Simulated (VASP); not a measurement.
# ZnS (P6_3mc) in VASP: a series of runs

The runs below take ZnS through single point, with PBE+D3(BJ), revPBE+D3(BJ).

Program: VASP 6.6.1. These are calculated values, not measurements. Logs are shortened: lines on timing, memory, paths and dates and some standing lists are left out, and cuts for length are marked.

## 1. The cell of the first run

The structure is hexagonal, space group P6_3mc (No. 186). Conventional cell: a = 3.898 Å, b = 3.898 Å, c = 12.766 Å, α = 90.00°, β = 90.00°, γ = 120.00°. Within 3.2 Å of Zn (site symmetry 3m) lie 4 S at 2.39 Å. Zn (site symmetry 3m) has 4 S at 2.39 Å within 3.2 Å. Within 3.2 Å of S (site symmetry 3m) lie 4 Zn at 2.39 Å. S (site symmetry 3m) has 4 Zn at 2.39 Å within 3.2 Å.

## 2. Single point, PBE+D3(BJ)

INCAR

```
SYSTEM = ZnS
PREC = Accurate
ENCUT = 520
EDIFF = 1E-6
ISMEAR = -1
SIGMA = 0.05
LREAL = .False.
LASPH = .True.
NELM = 80
ALGO = Normal
ISIF = 2
LWAVE = .False.
LCHARG = .False.
GGA = PE
IVDW = 12
NBANDS = 46
```

KPOINTS

```
regular mesh
0
Gamma
  8 8 3
  0 0 0
```

POSCAR

```
ZnS
1.0
    3.8976739363      0.0000000000      0.0000000000
   -1.9488369681      3.3754846444      0.0000000000
    0.0000000000      0.0000000000     12.7655525367
Zn S
4 4
Direct
    0.6666666667      0.3333333333      0.7500000000
    0.3333333333      0.6666666667      0.2500000000
    0.0000000000      0.0000000000      0.5000000000
    0.0000000000      0.0000000000      0.0000000000
    0.6666666667      0.3333333333      0.9375000000
    0.3333333333      0.6666666667      0.4375000000
    0.0000000000      0.0000000000      0.6875000000
    0.0000000000      0.0000000000      0.1875000000
```

Potentials or basis: VASP PAW PBE potentials, release 64 (Zn, S).

On the command line:

```
$ cat potpaw_PBE.64/Zn/POTCAR potpaw_PBE.64/S/POTCAR > POTCAR
$ mpirun -np 1 vasp_std > vasp.out
```

OUTCAR:

```text
SYSTEM = ZnS
   PREC = Accurate
   ENCUT = 520
   EDIFF = 1E-6
   ISMEAR = -1
   LREAL = .False.
   LASPH = .True.
   NELM = 80
   ISIF = 2
   GGA = PE
   IVDW = 12
 IVDW          = 12

 ion  position               nearest neighbor table
   1  0.667  0.333  0.750-   7 2.39   7 2.39   7 2.39   5 2.39
   2  0.333  0.667  0.250-   8 2.39   8 2.39   8 2.39   6 2.39
   3  0.000  0.000  0.500-   6 2.39   6 2.39   6 2.39   7 2.39
   4  0.000  0.000  0.000-   5 2.39   5 2.39   5 2.39   8 2.39
   5  0.667  0.333  0.938-   4 2.39   4 2.39   4 2.39   1 2.39
   6  0.333  0.667  0.438-   3 2.39   3 2.39   3 2.39   2 2.39
   7  0.000  0.000  0.688-   1 2.39   1 2.39   1 2.39   3 2.39
   8  0.000  0.000  0.188-   2 2.39   2 2.39   2 2.39   4 2.39

  LATTYP: Found a hexagonal cell.
 ALAT       =     3.8976739363
 C/A-ratio  =     3.2751719988

  Lattice vectors:

 A1 = (   3.8976739363,   0.0000000000,   0.0000000000)
 A2 = (  -1.9488369681,   3.3754846444,   0.0000000000)
 A3 = (   0.0000000000,   0.0000000000,  12.7655525367)

Analysis of symmetry for initial positions (statically):
=====================================================================
 Subroutine PRICEL returns:
 Original cell was already a primitive cell.

 Routine SETGRP: Setting up the symmetry group for a
 hexagonal supercell.

 Subroutine GETGRP returns: Found 12 space group operations
 (whereof  6 operations were pure point group operations)
 out of a pool of 24 trial point group operations.

The static configuration has the point symmetry C_3v.
 The point group associated with its full space group is C_6v.

Analysis of symmetry for dynamics (positions and initial velocities):
=====================================================================
 Subroutine PRICEL returns:
 Original cell was already a primitive cell.

 Routine SETGRP: Setting up the symmetry group for a
 hexagonal supercell.

 Subroutine GETGRP returns: Found 12 space group operations
 (whereof  6 operations were pure point group operations)
 out of a pool of 24 trial point group operations.

The dynamic configuration has the point symmetry C_3v.
 The point group associated with its full space group is C_6v.

 Subroutine INISYM returns: Found 12 space group operations
 (whereof  6 operations are pure point group operations),
 and found     1 'primitive' translations

[... 102 lines left out ...]
   LREAL  =      F    real-space projection
   EDIFFG = 0.1E-04   stopping-criterion for IOM
   NSW    =      0    number of steps for IOM
   IBRION =     -1    ionic relax: 0-MD 1-quasi-New 2-CG
   NFREE  =      0    steps in history (QN), initial steepest desc. (CG)
   ISIF   =      2    stress and relaxation
   ISYM   =      2    0-nonsym 1-usesym 2-fastsym
   POTIM  = 0.5000    time-step for ionic-motion
   TEBEG  =    0.0;   TEEND  =   0.0 temperature during run
   PSTRESS=    0.0 pullay stress
   NELECT =      72.0000    total number of electrons
   NUPDOWN=      -1.0000    fix difference up-down
   EMIN   =  10.00;   EMAX   =-10.00  energy-range for DOS
   EFERMI =   0.00;   METHOD = LEGACY
   ISMEAR =    -1;   SIGMA  =   0.05  broadening in eV -4-tet -1-fermi 0-gaus
   EFERMI_NEDOS =   21; number of points for ismear=-14 and -15
   IALGO  =     38    algorithm
   IMIX   =      4    mixing-type and parameters
     AMIX     =   0.40;   BMIX     =  1.00
     AMIX_MAG =   1.60;   BMIX_MAG =  1.00
  volume/ion in A,a.u.               =      20.99       141.67
  Fermi-wavevector in a.u.,A,eV,Ry     =   1.234408  2.332692 20.732041  1.523762
  Thomas-Fermi vector in A             =   2.369099
   LORBIT       =      0    0 simple, 1 ext, 2 COOP (PROOUT), +10 PAW based schemes
   GGA     = PE    functional components
   LHFCALC =     F    Hartree Fock is set to
   AEXX    =    0.0000 exact exchange contribution
   IVDW    =    12    specifies the selected vdW correction
   LEPSILON=     F    determine dielectric tensor
   LRPA    =     F    only Hartree local field effects (RPA)
 non-spin polarized calculation
  energy-cutoff  :      520.00
  volume of cell :      167.95
 maximum number of plane-waves:      4554
 NGX is ok and might be reduce to    30
   NGX = 15   NGY = 15   NGZ = 47

 number of electron      72.0000037 magnetization

 Free energy of the ion-electron system (eV)
  ---------------------------------------------------
  ext. energy  EPLUGINS =         0.00000000
  ---------------------------------------------------
  free energy    TOTEN  =       -27.35197812 eV

  energy without entropy =      -27.35197812  energy(sigma->0) =      -27.35197812

 E-fermi :   2.5291     XC(G=0):  -9.3373

 val. band max:        1.5565585354   @ k =   0.0000   0.0000   0.0000
 cond. band min:       3.4333164084   @ k =   0.0000   0.0000   0.0000
 fundamental gap:      1.8767578729
 Fermi energy:         2.5290998615

 k-point     1 :       0.0000    0.0000    0.0000
  band No.  band energies     occupation
      1     -11.1821      2.00000
      2     -10.8118      2.00000
      3     -10.8006      2.00000
      4     -10.3652      2.00000
      5      -4.5579      2.00000
      6      -4.5549      2.00000
[... 969 lines left out ...]
     45       8.7951      0.00000
     46       9.0269      0.00000

------------------------ aborting loop because EDIFF is reached ----------------------------------------

 Edisp (eV)   -2.29935

 E8    (eV) :    -0.9018

  FORCE on cell =-STRESS in cart. coord.  units (eV):
  Direction    XX          YY          ZZ          XY          YZ          ZX
  --------------------------------------------------------------------------------------
  -------------------------------------------------------------------------------------
  Total      -5.05678    -5.05678    -5.17340    -0.00000     0.00000     0.00000
  in kB     -48.23961   -48.23961   -49.35208    -0.00000     0.00000     0.00000
  external pressure =      -48.61 kB  Pullay stress =        0.00 kB

 VOLUME and BASIS-vectors are now :
 -----------------------------------------------------------------------------
  energy-cutoff  :      520.00
  volume of cell :      167.95
      direct lattice vectors                 reciprocal lattice vectors
     3.897673936  0.000000000  0.000000000     0.256563278  0.148126877  0.000000000
    -1.948836968  3.375484644  0.000000000     0.000000000  0.296253755  0.000000000
     0.000000000  0.000000000 12.765552537     0.000000000  0.000000000  0.078335818

 POSITION                                       TOTAL-FORCE (eV/Angst)
 -----------------------------------------------------------------------------------
      1.94884      1.12516      9.57416         0.000000     -0.000000      0.003196
     -0.00000      2.25032      3.19139        -0.000000     -0.000000      0.003196
      0.00000      0.00000      6.38278         0.000000      0.000000      0.012942
      0.00000      0.00000      0.00000         0.000000      0.000000      0.012942
      1.94884      1.12516     11.96771         0.000000      0.000000      0.017419
     -0.00000      2.25032      5.58493        -0.000000     -0.000000      0.017419
      0.00000      0.00000      8.77632         0.000000     -0.000000     -0.033557
      0.00000      0.00000      2.39354        -0.000000      0.000000     -0.033557
 -----------------------------------------------------------------------------------
    total drift:                               -0.000001     -0.000001     -0.000381

  FREE ENERGIE OF THE ION-ELECTRON SYSTEM (eV)
  ---------------------------------------------------
  free  energy   TOTEN  =       -29.6513301132 eV

  energy  without entropy=      -29.6513301129  energy(sigma->0) =      -29.65133011
```

Run time: 2.9 min. Hardware: 1 thread of Intel Xeon Platinum 8259CL at 2.50GHz (Skylake/Cascade Lake), shared host; peak memory 0.34 GiB.

Results:

```yaml
Free_energy: -29.6513 eV
Pressure: -4.9 GPa
Largest_force: 0.034 eV/Å
Band_gap_on_the_k_mesh: 1.88 eV
Dispersion_energy_per_atom: -0.287 eV
```

Forces on the atoms (eV/Å):
```
Zn   0.000  0.000  0.003
Zn   0.000  0.000  0.003
Zn   0.000  0.000  0.013
Zn   0.000  0.000  0.013
S    0.000  0.000  0.017
S    0.000  0.000  0.017
S    0.000  0.000 -0.034
S    0.000  0.000 -0.034
```

Caveat: the cell stands under tension.

## 3. Single point, revPBE+D3(BJ)

INCAR

```
SYSTEM = ZnS
PREC = Accurate ; ENCUT = 520
EDIFF = 1E-7 ; ISMEAR = -1
SIGMA = 0.05 ; LREAL = .False.
LASPH = .True. ; NELM = 80
ALGO = Normal ; ISIF = 2
LWAVE = .False. ; LCHARG = .True.
GGA = RE ; IVDW = 12
LELF = .True. ; LVHAR = .True.
NBANDS = 46
```

KPOINTS

```
Automatic mesh
0
Gamma
  8 8 3
  0 0 0
```

POSCAR is that of step 2.

Potentials or basis: VASP PAW PBE potentials, release 64 (Zn, S).

On the command line:

```
$ cat potpaw_PBE.64/Zn/POTCAR potpaw_PBE.64/S/POTCAR > POTCAR
$ mpirun -np 1 vasp_std > vasp.out
```

OUTCAR:

```text
SYSTEM = ZnS
   PREC = Accurate
   ENCUT = 520
   EDIFF = 1E-7
   ISMEAR = -1
   LREAL = .False.
   LASPH = .True.
   NELM = 80
   ISIF = 2
   GGA = RE
   IVDW = 12
 IVDW          = 12

 ion  position               nearest neighbor table
   1  0.667  0.333  0.750-   7 2.39   7 2.39   7 2.39   5 2.39
   2  0.333  0.667  0.250-   8 2.39   8 2.39   8 2.39   6 2.39
   3  0.000  0.000  0.500-   6 2.39   6 2.39   6 2.39   7 2.39
   4  0.000  0.000  0.000-   5 2.39   5 2.39   5 2.39   8 2.39
   5  0.667  0.333  0.938-   4 2.39   4 2.39   4 2.39   1 2.39
[... 1194 lines left out ...]
  Total      -5.90230    -5.90230    -6.01646    -0.00000    -0.00000     0.00000
  in kB     -56.30549   -56.30549   -57.39453    -0.00000    -0.00000     0.00000
  external pressure =      -56.67 kB  Pullay stress =        0.00 kB

 VOLUME and BASIS-vectors are now :
 -----------------------------------------------------------------------------
  energy-cutoff  :      520.00
  volume of cell :      167.95
      direct lattice vectors                 reciprocal lattice vectors
     3.897673936  0.000000000  0.000000000     0.256563278  0.148126877  0.000000000
    -1.948836968  3.375484644  0.000000000     0.000000000  0.296253755  0.000000000
     0.000000000  0.000000000 12.765552537     0.000000000  0.000000000  0.078335818

 POSITION                                       TOTAL-FORCE (eV/Angst)
 -----------------------------------------------------------------------------------
      1.94884      1.12516      9.57416        -0.000000      0.000000      0.005191
     -0.00000      2.25032      3.19139         0.000000     -0.000000      0.005191
      0.00000      0.00000      6.38278        -0.000000      0.000000      0.016034
      0.00000      0.00000      0.00000         0.000000      0.000000      0.016034
      1.94884      1.12516     11.96771         0.000000      0.000000      0.015955
     -0.00000      2.25032      5.58493         0.000000      0.000000      0.015955
      0.00000      0.00000      8.77632        -0.000000      0.000000     -0.037180
      0.00000      0.00000      2.39354         0.000000     -0.000000     -0.037180
 -----------------------------------------------------------------------------------
    total drift:                               -0.000001     -0.000001     -0.000581

  FREE ENERGIE OF THE ION-ELECTRON SYSTEM (eV)
  ---------------------------------------------------
  free  energy   TOTEN  =       -29.6191109753 eV

  energy  without entropy=      -29.6191109752  energy(sigma->0) =      -29.61911098
```

OSZICAR:

```text
N       E                     dE             d eps       ncg     rms          rms(c)
DAV:   1     0.588687158081E+03    0.58869E+03   -0.33177E+04  1840   0.186E+03
DAV:   2     0.532297612974E+02   -0.53546E+03   -0.51531E+03  1840   0.431E+02
DAV:   3    -0.231499048088E+02   -0.76380E+02   -0.75396E+02  2074   0.150E+02
DAV:   4    -0.267426569771E+02   -0.35928E+01   -0.35780E+01  2238   0.330E+01
DAV:   5    -0.267983988626E+02   -0.55742E-01   -0.55718E-01  2182   0.411E+00    0.132E+01
DAV:   6    -0.250749492505E+02    0.17234E+01   -0.33818E+00  2852   0.387E+01    0.103E+01
DAV:   7    -0.251867144170E+02   -0.11177E+00   -0.41778E+00  2114   0.797E+00    0.392E+00
DAV:   8    -0.251238742551E+02    0.62840E-01   -0.32145E-01  2316   0.505E+00    0.116E+00
DAV:   9    -0.251269430308E+02   -0.30688E-02   -0.65163E-02  2370   0.280E+00    0.440E-01
DAV:  10    -0.251273237756E+02   -0.38074E-03   -0.42964E-03  2148   0.813E-01    0.215E-01
DAV:  11    -0.251281611494E+02   -0.83737E-03   -0.11135E-03  2204   0.370E-01    0.949E-02
DAV:  12    -0.251285089422E+02   -0.34779E-03   -0.70580E-04  2032   0.347E-01    0.458E-02
DAV:  13    -0.251285104534E+02   -0.15112E-05   -0.66146E-05  2236   0.996E-02    0.168E-02
DAV:  14    -0.251285332523E+02   -0.22799E-04   -0.60254E-05  2020   0.724E-02    0.141E-02
DAV:  15    -0.251285328587E+02    0.39353E-06   -0.63374E-06  2330   0.506E-02    0.475E-03
DAV:  16    -0.251285330755E+02   -0.21680E-06   -0.10355E-06  2084   0.104E-02    0.401E-03
DAV:  17    -0.251285333959E+02   -0.32039E-06   -0.69236E-07  2090   0.163E-02    0.266E-03
DAV:  18    -0.251285332991E+02    0.96850E-07   -0.22759E-07  1634   0.723E-03
   1 F= -.29619111E+02 E0= -.29619111E+02  d E =-.100913E-09
```

stdout:

```text
POSCAR found type information on POSCAR ZnS
 POSCAR found :  2 types and       8 ions
 scaLAPACK will be used
 -----------------------------------------------------------------------------
|                                                                             |
|                                                                             |
|     You enforced a specific xc type in the INCAR file but a different       |
|     I HOPE YOU KNOW WHAT YOU ARE DOING!                                     |
|                                                                             |
 -----------------------------------------------------------------------------

 LDA part: xc-table for (Slater+PW92), standard interpolation
 POSCAR, INCAR and KPOINTS ok, starting setup
 FFT: planning ... GRIDC
 FFT: planning ... GRID_SOFT
 FFT: planning ... GRID
 WAVECAR not read
 entering main loop
```

Wall time 3.6 min (1 thread of Intel Xeon Platinum 8259CL at 2.50GHz (Skylake/Cascade Lake), shared host); peak memory 0.34 GiB.

Results:

```yaml
Free_energy: -29.6191 eV
Pressure: -5.7 GPa
Largest_force: 0.037 eV/Å
Band_gap_on_the_k_mesh: 2.00 eV
Dispersion_energy_per_atom: -0.561 eV
```

Forces on the atoms (eV/Å):
```
Zn   0.000  0.000  0.005
Zn   0.000  0.000  0.005
Zn   0.000  0.000  0.016
Zn   0.000  0.000  0.016
S    0.000  0.000  0.016
S    0.000  0.000  0.016
S    0.000  0.000 -0.037
S    0.000  0.000 -0.037
```

Caveat: the cell stands under tension; the PAW data sets were made with another functional, which shifts forces and pressure a little. A k mesh can miss the band edges.
